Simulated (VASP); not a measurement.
# InSe (R3m) in VASP: notebook, part 3 of 3

VASP 6.6.1. Earlier steps stand in the parts before.

## Step 6: Electric field gradients, PBEsol (zz strain of +3 %)

Contents of INCAR:

```
SYSTEM = InSe
  PREC = Accurate
  ENCUT = 520
  EDIFF = 1E-8
  ISMEAR = -1
  SIGMA = 0.01
  LREAL = .False.
  LASPH = .True.
  NELM = 60
  ALGO = Normal
  ISIF = 2
  LWAVE = .False.
  LCHARG = .False.
  GGA = PS
  LEFG = .True.
  NBANDS = 27
```

Contents of KPOINTS:

```
regular mesh
0
Gamma
  7 7 7
  0 0 0
```

Contents of POSCAR:

```
InSe
1.0
    1.9999996503      1.1547003365      8.5661701000
   -1.9999996503      1.1547003365      8.5661701000
    0.0000000000     -2.3094006730      8.5661701000
In Se
2 2
Direct
    0.0000000000      0.0000000000      0.0000000000
    0.1122000000      0.1122000000      0.1122000000
    0.6155000000      0.6155000000      0.6155000000
    0.8300000000      0.8300000000      0.8300000000
```

Potentials or basis: VASP PAW PBE potentials, release 64 (In_d, Se).

Started as:

```console
$ cat potpaw_PBE.64/In_d/POTCAR potpaw_PBE.64/Se/POTCAR > POTCAR
$ mpirun -np 1 vasp_std > vasp.out
```

OUTCAR:

```text
SYSTEM = InSe
   PREC = Accurate
   ENCUT = 520
   EDIFF = 1E-8
   ISMEAR = -1
   LREAL = .False.
   LASPH = .True.
   NELM = 60
   ISIF = 2
   GGA = PS

 ion  position               nearest neighbor table
   1  0.000  0.000  0.000-   3 2.66   3 2.66   3 2.66   2 2.88
   2  0.112  0.112  0.112-   4 2.66   4 2.66   4 2.66   1 2.88
   3  0.615  0.615  0.615-   1 2.66   1 2.66   1 2.66
   4  0.830  0.830  0.830-   2 2.66   2 2.66   2 2.66

  LATTYP: Found a trigonal (rhomboedric) cell.
 ALAT       =     8.8720122661
 COS(alpha) =     0.8983644673

  Lattice vectors:

 A1 = (   1.9999996503,   1.1547003365,   8.5661701000)
 A2 = (  -1.9999996503,   1.1547003365,   8.5661701000)
 A3 = (   0.0000000000,  -2.3094006730,   8.5661701000)

Analysis of symmetry for initial positions (statically):
=====================================================================
 Subroutine PRICEL returns:
 Original cell was already a primitive cell.

 Routine SETGRP: Setting up the symmetry group for a
 trigonal (rhombohedral) supercell.

 Subroutine GETGRP returns: Found  6 space group operations
 (whereof  6 operations were pure point group operations)
 out of a pool of 12 trial point group operations.

The static configuration has the point symmetry C_3v.

Analysis of symmetry for dynamics (positions and initial velocities):
=====================================================================
 Subroutine PRICEL returns:
 Original cell was already a primitive cell.
[... 885 lines left out ...]
     27      10.7106      0.00000

 [... further k-points ...]

------------------------ aborting loop because EDIFF is reached ----------------------------------------

  FORCE on cell =-STRESS in cart. coord.  units (eV):
  Direction    XX          YY          ZZ          XY          YZ          ZX
  --------------------------------------------------------------------------------------
  -------------------------------------------------------------------------------------
  Total       -0.2338423     -0.2338423     -1.8760258     -0.0000000      0.0000000      0.0000000
  in kB       -3.1564331     -3.1564331    -25.3228292     -0.0000000      0.0000000      0.0000000
  external PRESSURE =     -10.5452318 kB  Pullay stress =       0.0000000 kB

 VOLUME and BASIS-vectors are now :
 -----------------------------------------------------------------------------
  energy-cutoff  :      520.00
  volume of cell :      118.70
      direct lattice vectors                 reciprocal lattice vectors
     1.999999650  1.154700336  8.566170100     0.250000044  0.144337593  0.038912761
    -1.999999650  1.154700336  8.566170100    -0.250000044  0.144337593  0.038912761
     0.000000000 -2.309400673  8.566170100     0.000000000 -0.288675185  0.038912761

 POSITION                                       TOTAL-FORCE (eV/Angst)
 -----------------------------------------------------------------------------------
      0.00000      0.00000      0.00000         0.000000     -0.000000      0.256055
      0.00000      0.00000      2.88337         0.000000     -0.000000     -0.255420
      0.00000      0.00000     15.81743         0.000000      0.000000      0.208847
      0.00000      0.00000     21.32976         0.000000     -0.000000     -0.209481
 -----------------------------------------------------------------------------------
    total drift:                               -0.000000     -0.000000      0.000355

  FREE ENERGIE OF THE ION-ELECTRON SYSTEM (eV)
  ---------------------------------------------------
  free  energy   TOTEN  =       -15.5640370596 eV

  energy  without entropy=      -15.5640370596  energy(sigma->0) =      -15.56403706

 Electric field gradients (V/A^2)
---------------------------------------------------------------------
 ion       V_xx      V_yy      V_zz      V_xy      V_xz      V_yz
---------------------------------------------------------------------
   1      45.007    45.007   -90.014    -0.000     0.000    -0.000
   2      45.070    45.070   -90.141     0.000     0.000     0.000
   3      20.184    20.184   -40.367     0.000    -0.000    -0.000
   4      21.647    21.647   -43.294     0.000     0.000     0.000
---------------------------------------------------------------------

 Electric field gradients after diagonalization (V/A^2)
 (convention: |V_zz| > |V_xx| > |V_yy|)
----------------------------------------------------------------------
 ion       V_xx      V_yy      V_zz     asymmetry (V_yy - V_xx)/ V_zz
----------------------------------------------------------------------
   1      45.007    45.007   -90.014       0.000
   2      45.070    45.070   -90.141       0.000
   3      20.184    20.184   -40.367       0.000
   4      21.647    21.647   -43.294       0.000
----------------------------------------------------------------------

           NMR quadrupolar parameters

 Cq : quadrupolar parameter    Cq=e*Q*V_zz/h
 eta: asymmetry parameters     (V_yy - V_xx)/ V_zz
 Q  : nuclear electric quadrupole moment in mb (millibarn)
----------------------------------------------------------------------
 ion       Cq(MHz)       eta       Q (mb)
----------------------------------------------------------------------
   1      -0.218       0.000       1.000
   2      -0.218       0.000       1.000
   3      -0.098       0.000       1.000
   4      -0.105       0.000       1.000
----------------------------------------------------------------------
```

Wall time 9.3 min (1 thread of Intel Xeon 6975P-C (Granite Rapids), shared host); peak memory 0.71 GiB.

What came out:

* Free energy: -15.5640 eV
* Pressure: -1.1 GPa
* Largest force: 0.256 eV/Å
* Band gap on the k mesh: 0.69 eV (least direct gap 0.74 eV)
* Largest electric field gradient by atom: In -90.0, -90.1; Se -40.4, -43.3 V/Å²

Forces on the atoms (eV/Å):
```
In   0.000  0.000  0.256
In   0.000  0.000 -0.255
Se   0.000  0.000  0.209
Se   0.000  0.000 -0.209
```

Electric field gradients, principal values (V/Å²):
| atom | least | middle | greatest (by size) |
| --- | --- | --- | --- |
| 1 In | 45.007 | 45.007 | -90.014 |
| 2 In | 45.070 | 45.070 | -90.141 |
| 3 Se | 20.184 | 20.184 | -40.367 |
| 4 Se | 21.647 | 21.647 | -43.294 |

Caveat: the cell differs from its parent crystal (zz strain of +3 %); semilocal functionals underestimate gaps, and a narrow one can read as zero; without QUAD_EFG the Cq values of the log hold for a quadrupole moment of 1 mb, not for the nuclei; the PAW data sets were made with another functional, which shifts forces and pressure a little; spin-orbit coupling is left out, which moves the levels of the heavy elements. A k mesh can miss the band edges.

## Step 7: Summary

```csv
cell,gap on the mesh (eV),pressure (GPa),largest force (eV/Å)
"a = 8.551 Å, angles 27.1°, 4 atoms",0.65,0.8,0.12
"a = 8.712 Å, angles 26.5°, 4 atoms",0.67,-0.2,0.21
"a = 8.872 Å, angles 26.1°, 4 atoms",0.69,-1.1,0.26
```

Alike in all rows: task electric field gradients; level PBEsol; potentials or basis VASP PAW PBE potentials, release 64 (In_d, Se); no spin polarisation; k mesh 7 × 7 × 7; cutoff (eV) 520; smearing fermi-dirac 0.01 eV.

Caveats: semilocal functionals underestimate gaps, and a narrow one can read as zero; the PAW data sets were made with another functional, which shifts forces and pressure a little; spin-orbit coupling is left out, which moves the levels of the heavy elements.

Total energies depend on the potentials used, so only differences within one code and one set of settings carry meaning.
